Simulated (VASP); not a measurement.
# Ti2SiN4 (C2/m) in VASP: single point with r2SCAN+rVV10

Aim: the single point of Ti2SiN4 with r2SCAN+rVV10.

Program: VASP 6.6.1. These are calculated values, not measurements. Logs are shortened: lines on timing, memory, paths and dates and some standing lists are left out, and cuts for length are marked.

## Step 1: The cell of the first run

Symmetry: C2/m, No. 12, monoclinic system. The conventional cell has a = 9.266 Å, b = 5.051 Å, c = 3.016 Å, α = 90.00°, β = 96.34°, γ = 90.00°. Ti (site symmetry m) has 6 N at 2.05 to 2.10 Å within 2.7 Å. Si (site symmetry 2/m) has 4 N at 1.77 Å within 2.4 Å. Within 2.5 Å of N (site symmetry 1) lie 1 Si at 1.77 Å and 3 Ti at 2.05 to 2.10 Å and 1 N at 2.41 Å.

## Step 2: Single point, r2SCAN+rVV10

POSCAR

```
Ti2SiN4
1.0
    4.6300641450     -2.5256017516     -0.1675571047
    4.6300641450      2.5256017516     -0.1675571047
   -0.2246125234      0.0000000000      3.0078742782
Ti Si N
2 1 4
Direct
    0.3111827383      0.3111827383      0.2823105206
    0.6888172617      0.6888172617      0.7176894794
    0.0000000000      0.0000000000      0.0000000000
    0.1073385971      0.6309106944      0.7921637061
    0.3690893056      0.8926614029      0.2078362939
    0.8926614029      0.3690893056      0.2078362939
    0.6309106944      0.1073385971      0.7921637061
```

INCAR.step1

```
SYSTEM = Ti2SiN4
PREC     = Accurate       ! precision mode
ENCUT    = 520            ! plane-wave cutoff, eV
ISMEAR   = -1             ! smearing method
SIGMA    = 0.03           ! smearing width, eV
LREAL    = .False.        ! projectors in reciprocal space
LASPH    = .True.         ! aspherical terms in the spheres
NELM     = 60             ! most SCF steps
NBANDS   = 33             ! bands
GGA      = PE             ! functional
ALGO     = Normal         ! electronic algorithm
EDIFF    = 1E-4           ! SCF threshold, eV
LWAVE    = .True.         ! write WAVECAR
LCHARG   = .False.        ! write CHGCAR
```

INCAR.step2

```
SYSTEM = Ti2SiN4
PREC     = Accurate       ! precision mode
ENCUT    = 520            ! plane-wave cutoff, eV
EDIFF    = 1E-7           ! SCF threshold, eV
ISMEAR   = -1             ! smearing method
SIGMA    = 0.03           ! smearing width, eV
LREAL    = .False.        ! projectors in reciprocal space
LASPH    = .True.         ! aspherical terms in the spheres
NELM     = 60             ! most SCF steps
ALGO     = Normal         ! electronic algorithm
ISIF     = 2              ! what is computed and relaxed
LWAVE    = .False.        ! write WAVECAR
LCHARG   = .False.        ! write CHGCAR
METAGGA  = R2SCAN         ! meta-GGA
LMIXTAU  = .True.       
LUSE_VDW = .True.       
IVDW_NL  = 2            
BPARAM   = 11.95        
CPARAM   = 0.0093       
NBANDS   = 33             ! bands
ISTART   = 1
```

KPOINTS

```
regular mesh
0
Gamma
  6 6 10
  0 0 0
```

Potentials or basis: VASP PAW PBE potentials, release 64 (Ti_sv, Si, N).

Command:

```console
> cat potpaw_PBE.64/Ti_sv/POTCAR potpaw_PBE.64/Si/POTCAR potpaw_PBE.64/N/POTCAR > POTCAR
> cp INCAR.step1 INCAR
> mpirun -np 1 vasp_std > vasp.out
> cp INCAR.step2 INCAR
> mpirun -np 1 vasp_std > vasp.out
```

OUTCAR:

```text
SYSTEM = Ti2SiN4
   PREC = Accurate
   ENCUT = 520
   EDIFF = 1E-7
   ISMEAR = -1
   LREAL = .False.
   LASPH = .True.
   NELM = 60
   ISIF = 2
   METAGGA = R2SCAN
   IVDW_NL = 2
   BPARAM = 11.95
   ISTART = 1

 ion  position               nearest neighbor table
   1  0.311  0.311  0.282-   5 2.05   6 2.05   4 2.05   7 2.05   4 2.10   7 2.10   3 2.91
   2  0.689  0.689  0.718-   4 2.05   7 2.05   5 2.05   6 2.05   6 2.10   5 2.10   3 2.91
   3  0.000  0.000  0.000-   4 1.77   5 1.77   6 1.77   7 1.77   1 2.91   2 2.91
   4  0.107  0.631  0.792-   3 1.77   2 2.05   1 2.05   1 2.10
   5  0.369  0.893  0.208-   3 1.77   1 2.05   2 2.05   2 2.10
   6  0.893  0.369  0.208-   3 1.77   1 2.05   2 2.05   2 2.10
   7  0.631  0.107  0.792-   3 1.77   2 2.05   1 2.05   1 2.10

  LATTYP: Found a base centered monoclinic cell.
 ALAT       =     9.2661900197
 B/A-ratio  =     0.5451219425
 C/A-ratio  =     0.3255112473
 COS(beta)  =    -0.1104836328

  Lattice vectors:

 A1 = (   4.6300641450,  -2.5256017516,  -0.1675571047)
 A2 = (   4.6300641450,   2.5256017516,  -0.1675571047)
 A3 = (  -0.2246125234,   0.0000000000,   3.0078742782)

Analysis of symmetry for initial positions (statically):
=====================================================================
 Subroutine PRICEL returns:
 Original cell was already a primitive cell.

 Routine SETGRP: Setting up the symmetry group for a
 base centered monoclinic supercell.

 Subroutine GETGRP returns: Found  4 space group operations
 (whereof  4 operations were pure point group operations)
 out of a pool of  4 trial point group operations.

The static configuration has the point symmetry C_2h.

Analysis of symmetry for dynamics (positions and initial velocities):
=====================================================================
 Subroutine PRICEL returns:
 Original cell was already a primitive cell.

 Routine SETGRP: Setting up the symmetry group for a
 base centered monoclinic supercell.

 Subroutine GETGRP returns: Found  4 space group operations
 (whereof  4 operations were pure point group operations)
 out of a pool of  4 trial point group operations.

The dynamic configuration has the point symmetry C_2h.

 Subroutine INISYM returns: Found  4 space group operations
 (whereof  4 operations are pure point group operations),
 and found     1 'primitive' translations

[... 102 lines left out ...]
   ENCUT  =  520.0 eV  38.22 Ry    6.18 a.u.   9.81  9.81  5.61*2*pi/ulx,y,z
   NELM   =     60;   NELMIN=  2; NELMDL=  0     # of ELM steps
   EDIFF  = 0.1E-06   stopping-criterion for ELM
   LREAL  =      F    real-space projection
   EDIFFG = 0.1E-05   stopping-criterion for IOM
   NSW    =      0    number of steps for IOM
   IBRION =     -1    ionic relax: 0-MD 1-quasi-New 2-CG
   NFREE  =      0    steps in history (QN), initial steepest desc. (CG)
   ISIF   =      2    stress and relaxation
   ISYM   =      2    0-nonsym 1-usesym 2-fastsym
   POTIM  = 0.5000    time-step for ionic-motion
   TEBEG  =    0.0;   TEEND  =   0.0 temperature during run
   PSTRESS=    0.0 pullay stress
   NELECT =      48.0000    total number of electrons
   NUPDOWN=      -1.0000    fix difference up-down
   EMIN   =  10.00;   EMAX   =-10.00  energy-range for DOS
   EFERMI =   0.00;   METHOD = LEGACY
   ISMEAR =    -1;   SIGMA  =   0.03  broadening in eV -4-tet -1-fermi 0-gaus
   EFERMI_NEDOS =   21; number of points for ismear=-14 and -15
   IALGO  =     38    algorithm
   IMIX   =      4    mixing-type and parameters
     AMIX     =   0.40;   BMIX     =  1.00
     AMIX_MAG =   1.60;   BMIX_MAG =  1.00
  volume/ion in A,a.u.               =      10.02        67.63
  Fermi-wavevector in a.u.,A,eV,Ry     =   1.442558  2.726038 28.313345  2.080972
  Thomas-Fermi vector in A             =   2.561064
   LORBIT       =      0    0 simple, 1 ext, 2 COOP (PROOUT), +10 PAW based schemes
   METAGGA = R2SCAN    functional components
   LHFCALC =     F    Hartree Fock is set to
   AEXX    =    0.0000 exact exchange contribution
   IVDW_NL    =     2    kernel type
   BPARAM     =11.9500
   IVDW    =     0    specifies the selected vdW correction
   LEPSILON=     F    determine dielectric tensor
   LRPA    =     F    only Hartree local field effects (RPA)
 non-spin polarized calculation
  energy-cutoff  :      520.00
  volume of cell :       70.16
 maximum number of plane-waves:      1911
   NGX = 19   NGY = 19   NGZ = 11

 number of electron      48.0000009 magnetization

 Free energy of the ion-electron system (eV)
  ---------------------------------------------------
  ext. energy  EPLUGINS =         0.00000000
  ---------------------------------------------------
  free energy    TOTEN  =       -77.98007623 eV

  energy without entropy =      -77.97868874  energy(sigma->0) =      -77.97938248

 E-fermi :   8.8373     XC(G=0): -12.7031

 val. band max:        8.8272040471   @ k =   0.1667   0.1667   0.0000
 cond. band min:       8.8759429559   @ k =   0.5000   0.5000   0.1000
 fundamental gap:      0.0487389088
 Fermi energy:         8.8373323473

 k-point     1 :       0.0000    0.0000    0.0000
  band No.  band energies     occupation
      1     -51.1990      2.00000
      2     -51.1591      2.00000
      3     -26.5209      2.00000
      4     -26.4286      2.00000
      5     -26.4205      2.00000
      6     -26.3344      2.00000
[... 853 lines left out ...]
     32      12.4572      0.00000
     33      12.6576      0.00000

 [... further k-points ...]
[... 5 lines left out ...]
  --------------------------------------------------------------------------------------
  -------------------------------------------------------------------------------------
  Total        0.3587548      0.4837480      0.3317061      0.0000000      0.0000000      0.0503806
  in kB        8.1929820     11.0474863      7.5752630      0.0000000      0.0000000      1.1505561
  external PRESSURE =       8.9385771 kB  Pullay stress =       0.0000000 kB

 VOLUME and BASIS-vectors are now :
 -----------------------------------------------------------------------------
  energy-cutoff  :      520.00
  volume of cell :       70.16
      direct lattice vectors                 reciprocal lattice vectors
     4.630064145 -2.525601752 -0.167557105     0.108282488 -0.197972622  0.008085977
     4.630064145  2.525601752 -0.167557105     0.108282488  0.197972622  0.008085977
    -0.224612523  0.000000000  3.007874278     0.012064002  0.000000000  0.333361581

 POSITION                                       TOTAL-FORCE (eV/Angst)
 -----------------------------------------------------------------------------------
      2.81818      0.00000      0.74487         0.068755      0.000000      0.003860
      6.21733      0.00000      1.92789        -0.068755      0.000000     -0.003860
      0.00000      0.00000      0.00000         0.000000      0.000000     -0.000000
      3.24021      1.32233      2.25903         0.050646     -0.000457      0.007916
      5.79530      1.32233      0.41373        -0.050646     -0.000457     -0.007916
      5.79530     -1.32233      0.41373        -0.050646      0.000457     -0.007916
      3.24021     -1.32233      2.25903         0.050646      0.000457      0.007916
 -----------------------------------------------------------------------------------
    total drift:                                0.000000      0.000000      0.000000

  FREE ENERGIE OF THE ION-ELECTRON SYSTEM (eV)
  ---------------------------------------------------
  free  energy   TOTEN  =       -77.9800762326 eV

  energy  without entropy=      -77.9786887363  energy(sigma->0) =      -77.97938248
```

OSZICAR.step1:

```text
N       E                     dE             d eps       ncg     rms          rms(c)
DAV:   1     0.590308516795E+03    0.59031E+03   -0.23527E+04  7268   0.166E+03
DAV:   2     0.174863962977E+02   -0.57282E+03   -0.53759E+03  7641   0.496E+02
DAV:   3    -0.738401464817E+02   -0.91327E+02   -0.86884E+02 11300   0.174E+02
DAV:   4    -0.796354587773E+02   -0.57953E+01   -0.57753E+01 10308   0.423E+01
DAV:   5    -0.799220495057E+02   -0.28659E+00   -0.28654E+00 10322   0.823E+00    0.311E+01
DAV:   6    -0.622103579592E+02    0.17712E+02   -0.10785E+02 10451   0.803E+01    0.159E+01
DAV:   7    -0.614821431336E+02    0.72821E+00   -0.32822E+01 10277   0.475E+01    0.105E+01
DAV:   8    -0.607116807297E+02    0.77046E+00   -0.18972E+00 10024   0.127E+01    0.534E+00
DAV:   9    -0.607803623132E+02   -0.68682E-01   -0.15149E+00 11772   0.998E+00    0.358E+00
DAV:  10    -0.606494098879E+02    0.13095E+00   -0.73108E-01 10610   0.729E+00    0.663E-01
DAV:  11    -0.606550754105E+02   -0.56655E-02   -0.83428E-02 10400   0.227E+00    0.806E-01
DAV:  12    -0.606460754442E+02    0.90000E-02   -0.24447E-02 10399   0.148E+00    0.996E-02
DAV:  13    -0.606462591688E+02   -0.18372E-03   -0.16039E-03  8926   0.278E-01    0.770E-02
DAV:  14    -0.606462473543E+02    0.11815E-04   -0.10439E-04  6430   0.801E-02
   1 F= -.60646247E+02 E0= -.60644942E+02  d E =-.261150E-02
```

It took 12 min on 1 thread of Intel Xeon Platinum 8488C (Sapphire Rapids), shared host; peak memory 0.51 GiB.

Results:

```
Free energy            : -77.9801 eV
Pressure               : 0.9 GPa
Largest force          : 0.069 eV/Å
Band gap on the k mesh : zero (bands 24 and 25 overlap by 0.19 eV)
```

Forces on the atoms (eV/Å):
```
Ti   0.069  0.000  0.004
Ti  -0.069  0.000 -0.004
Si   0.000  0.000  0.000
N    0.051  0.000  0.008
N   -0.051  0.000 -0.008
N   -0.051  0.000 -0.008
N    0.051  0.000  0.008
```

Caveat: the PAW data sets were made with another functional, which shifts forces and pressure a little.

The gap in the log of VASP goes by the Fermi energy; the results here count the filled bands.